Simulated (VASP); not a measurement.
# TiN (Osbornite) (Fm-3m) in VASP: a series of runs, part 2 of 2

VASP 6.6.1. Earlier steps stand in the parts before.

## 4. Single point, r2SCAN

This run uses another cell than the first one, of 9.48 Å³/atom, 0.990 times its volume.

Contents of POSCAR:

```
TiN
1.0
    0.0000000000      2.1161426597      2.1161426597
    2.1161426597      0.0000000000      2.1161426597
    2.1161426597      2.1161426597      0.0000000000
Ti N
1 1
Direct
    0.0000000000      0.0000000000      0.0000000000
    0.5000000000      0.5000000000      0.5000000000
```

Contents of INCAR.step1:

```
SYSTEM = TiN
PREC = Accurate
ENCUT = 520
ISMEAR = -1
SIGMA = 0.02
LREAL = .False.
LASPH = .True.
NELM = 80
NBANDS = 16
GGA = PE
ALGO = Normal
EDIFF = 1E-4
LWAVE = .True.
LCHARG = .False.
```

Contents of INCAR.step2:

```
SYSTEM = TiN
PREC = Accurate
ENCUT = 520
EDIFF = 1E-6
ISMEAR = -1
SIGMA = 0.02
LREAL = .False.
LASPH = .True.
NELM = 80
ALGO = Normal
ISIF = 2
LWAVE = .False.
LCHARG = .False.
METAGGA = R2SCAN
LMIXTAU = .True.
NBANDS = 16
ISTART = 1
```

Contents of KPOINTS:

```
Automatic mesh
0
Gamma
  10 10 10
  0 0 0
```

Potentials or basis: VASP PAW PBE potentials, release 64 (Ti_sv, N).

Started as:

```console
> cat potpaw_PBE.64/Ti_sv/POTCAR potpaw_PBE.64/N/POTCAR > POTCAR
> cp INCAR.step1 INCAR
> mpirun -np 1 vasp_std > vasp.out
> cp INCAR.step2 INCAR
> mpirun -np 1 vasp_std > vasp.out
```

OUTCAR:

```text
SYSTEM = TiN
   PREC = Accurate
   ENCUT = 520
   EDIFF = 1E-6
   ISMEAR = -1
   LREAL = .False.
   LASPH = .True.
   NELM = 80
   ISIF = 2
   METAGGA = R2SCAN
   ISTART = 1

 ion  position               nearest neighbor table
   1  0.000  0.000  0.000-   2 2.12   2 2.12   2 2.12   2 2.12   2 2.12   2 2.12
   2  0.500  0.500  0.500-   1 2.12   1 2.12   1 2.12   1 2.12   1 2.12   1 2.12

  LATTYP: Found a face centered cubic cell.
 ALAT       =     4.2322853194

  Lattice vectors:

 A1 = (   0.0000000000,   2.1161426597,   2.1161426597)
 A2 = (   2.1161426597,   0.0000000000,   2.1161426597)
 A3 = (   2.1161426597,   2.1161426597,   0.0000000000)

Analysis of symmetry for initial positions (statically):
=====================================================================
 Subroutine PRICEL returns:
 Original cell was already a primitive cell.

 Routine SETGRP: Setting up the symmetry group for a
 face centered cubic supercell.

 Subroutine GETGRP returns: Found 48 space group operations
 (whereof 48 operations were pure point group operations)
 out of a pool of 48 trial point group operations.

The static configuration has the point symmetry O_h .

Analysis of symmetry for dynamics (positions and initial velocities):
=====================================================================
 Subroutine PRICEL returns:
 Original cell was already a primitive cell.

 Routine SETGRP: Setting up the symmetry group for a
 face centered cubic supercell.

 Subroutine GETGRP returns: Found 48 space group operations
 (whereof 48 operations were pure point group operations)
 out of a pool of 48 trial point group operations.

The dynamic configuration has the point symmetry O_h .

 Subroutine INISYM returns: Found 48 space group operations
 (whereof 48 operations are pure point group operations),
 and found     1 'primitive' translations

----------------------------------------------------------------------------------------

                                     Primitive cell

[... 104 lines left out ...]
   EFERMI =   0.00;   METHOD = LEGACY
   ISMEAR =    -1;   SIGMA  =   0.02  broadening in eV -4-tet -1-fermi 0-gaus
   EFERMI_NEDOS =   21; number of points for ismear=-14 and -15
   IALGO  =     38    algorithm
   IMIX   =      4    mixing-type and parameters
     AMIX     =   0.40;   BMIX     =  1.00
     AMIX_MAG =   1.60;   BMIX_MAG =  1.00
  volume/ion in A,a.u.               =       9.48        63.95
  Fermi-wavevector in a.u.,A,eV,Ry     =   1.578833  2.983562 33.915428  2.492714
  Thomas-Fermi vector in A             =   2.679304
   LORBIT       =      0    0 simple, 1 ext, 2 COOP (PROOUT), +10 PAW based schemes
   METAGGA = R2SCAN    functional components
   LHFCALC =     F    Hartree Fock is set to
   AEXX    =    0.0000 exact exchange contribution
   IVDW    =     0    specifies the selected vdW correction
   LEPSILON=     F    determine dielectric tensor
   LRPA    =     F    only Hartree local field effects (RPA)
 non-spin polarized calculation
  energy-cutoff  :      520.00
  volume of cell :       18.95
 maximum number of plane-waves:       532
 NGX is ok and might be reduce to    24
   NGX = 11   NGY = 11   NGZ = 11

 number of electron      17.0000001 magnetization

 Free energy of the ion-electron system (eV)
  ---------------------------------------------------
  ext. energy  EPLUGINS =         0.00000000
  ---------------------------------------------------
  free energy    TOTEN  =       -26.01615267 eV

  energy without entropy =      -26.01390960  energy(sigma->0) =      -26.01503114

 E-fermi :  11.8744     XC(G=0): -13.9180

 val. band max:       11.6033137922   @ k =   0.4000   0.2000   0.1000
 cond. band min:      11.8814952482   @ k =  -0.4000   0.3000   0.0000
 fundamental gap:      0.2781814560
 Fermi energy:        11.8743913551

 k-point     1 :       0.0000    0.0000    0.0000
  band No.  band energies     occupation
      1     -48.6102      2.00000
      2     -23.5426      2.00000
      3     -23.5426      2.00000
      4     -23.5426      2.00000
      5      -6.5601      2.00000
      6       9.3476      2.00000
[... 433 lines left out ...]
      3     -23.7227      2.00000
      4     -23.7031      2.00000
      5      -5.0841      2.00000
      6       4.8821      2.00000
[... 8 lines left out ...]
     15      25.7690      0.00000
     16      26.2587      0.00000

 [... further k-points ...]
[... 5 lines left out ...]
  --------------------------------------------------------------------------------------
  -------------------------------------------------------------------------------------
  Total        0.1783250      0.1783250      0.1783250      0.0000000     -0.0000000      0.0000000
  in kB       15.0750218     15.0750218     15.0750218      0.0000000     -0.0000000      0.0000000
  external PRESSURE =      15.0750218 kB  Pullay stress =       0.0000000 kB

 VOLUME and BASIS-vectors are now :
 -----------------------------------------------------------------------------
  energy-cutoff  :      520.00
  volume of cell :       18.95
      direct lattice vectors                 reciprocal lattice vectors
     0.000000000  2.116142660  2.116142660    -0.236278966  0.236278966  0.236278966
     2.116142660  0.000000000  2.116142660     0.236278966 -0.236278966  0.236278966
     2.116142660  2.116142660  0.000000000     0.236278966  0.236278966 -0.236278966

 POSITION                                       TOTAL-FORCE (eV/Angst)
 -----------------------------------------------------------------------------------
      0.00000      0.00000      0.00000         0.000000     -0.000000     -0.000000
      2.11614      2.11614      2.11614        -0.000000      0.000000      0.000000
 -----------------------------------------------------------------------------------
    total drift:                                0.000000     -0.000000     -0.000000

  FREE ENERGIE OF THE ION-ELECTRON SYSTEM (eV)
  ---------------------------------------------------
  free  energy   TOTEN  =       -26.0161526736 eV

  energy  without entropy=      -26.0139096050  energy(sigma->0) =      -26.01503114
```

OUTCAR.step1:

```text
SYSTEM = TiN
   PREC = Accurate
   ENCUT = 520
   ISMEAR = -1
   LREAL = .False.
   LASPH = .True.
[... 677 lines left out ...]
      0.00000      0.00000      0.00000        -0.000000     -0.000000      0.000000
      2.11614      2.11614      2.11614         0.000000      0.000000     -0.000000
 -----------------------------------------------------------------------------------
    total drift:                                0.000000     -0.000000     -0.000000

  FREE ENERGIE OF THE ION-ELECTRON SYSTEM (eV)
  ---------------------------------------------------
  free  energy   TOTEN  =       -19.6366423765 eV

  energy  without entropy=      -19.6346505693  energy(sigma->0) =      -19.63564647
```

It took 85 s on 1 thread of Intel Xeon 8259CL, shared host; peak memory 0.15 GiB.

Results:

| Quantity | Value |
| --- | --- |
| Free energy | -26.0162 eV |
| Pressure | 1.5 GPa |

Levels at points of the mesh, in eV from the Fermi level:
| k point | band 5 | band 6 | band 7 | band 8 | band 9 | band 10 | band 11 | band 12 |
| --- | --- | --- | --- | --- | --- | --- | --- | --- |
| (0.00, 0.00, 0.00) | -18.43 | -2.53 | -2.53 | -2.53 | -0.75 | -0.75 | -0.75 | 0.46 |
| (0.50, 0.00, 0.00) | -15.97 | -8.68 | -6.08 | -6.08 | 1.62 | 1.62 | 2.33 | 5.85 |
| (0.50, 0.50, 0.00) | -17.07 | -6.42 | -3.76 | -3.76 | -3.25 | 1.55 | 2.33 | 2.33 |

Caveat: the PAW data sets were made with another functional, which shifts forces and pressure a little.

## 5. Summary

```tsv
level	cell	gap on the mesh (eV)	pressure (GPa)
PBE	a = 3.003 Å, angles 60.0°, 2 atoms	none	0.4
PBE	a = 2.993 Å, angles 60.0°, 2 atoms	none	3.3
r2SCAN	a = 2.993 Å, angles 60.0°, 2 atoms	none	1.5
```

Alike in all rows: task single point; potentials or basis VASP PAW PBE potentials, release 64 (Ti_sv, N); no spin polarisation; k mesh 10 × 10 × 10; cutoff (eV) 520; smearing fermi-dirac 0.02 eV.

Caveats: the PAW data sets were made with another functional, which shifts forces and pressure a little (some runs).

Absolute energies hang on the potentials; compare differences alone.
